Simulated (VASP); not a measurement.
Mg:

```
CELL_PARAMETERS angstrom
0.00000 3.15382 3.15382
3.15382 0.00000 3.15382
3.15382 3.15382 0.00000
ATOMIC_POSITIONS crystal
Mg 0.12500 0.12500 0.12500
Mg 0.87500 0.87500 0.87500
```

* Program: VASP 6.6.1
* Task: relaxation of cell and atoms
* Functional: RPBE
* Potentials or basis: VASP PAW PBE potentials, release 64 (Mg)
* Cutoff: 600 eV
* k mesh: 9 × 9 × 9
* Occupations: fermi-dirac, width 0.1 eV
* Spin: no spin polarisation

At the start: pressure 5.3 GPa; volume 31.37 Å³/atom.

**Question.** Where does the relaxation end?

**Answer.** Over 5 steps the energy falls by 138.8 meV/atom and the volume is 42.19 Å³/atom (+34.5 %); space group Fd-3m (No. 227, to 0.05 Å).

Step by step:
| step | energy change (eV) | largest force (eV/Å) | pressure (GPa) | volume (Å³) |
| --- | --- | --- | --- | --- |
| 1 | 0.0000 | 0.0000 | 5.25 | 62.74 |
| 2 | -0.2121 | 0.0000 | 2.01 | 72.55 |
| 3 | -0.2732 | 0.0000 | 0.43 | 81.03 |
| 4 | -0.2774 | 0.0000 | 0.06 | 83.84 |
| 5 | -0.2775 | 0.0000 | 0.00 | 84.38 |

Final structure:
```
Mg
1.0
     0.00000    3.48129    3.48129
     3.48129    0.00000    3.48129
     3.48129    3.48129    0.00000
Mg
2
Direct
  0.12500 0.12500 0.12500
  0.87500 0.87500 0.87500
```

Caveat: the volume moved by over 15 % at a fixed basis, so the end points are rough; the PAW data sets were made with another functional, which shifts forces and pressure a little.
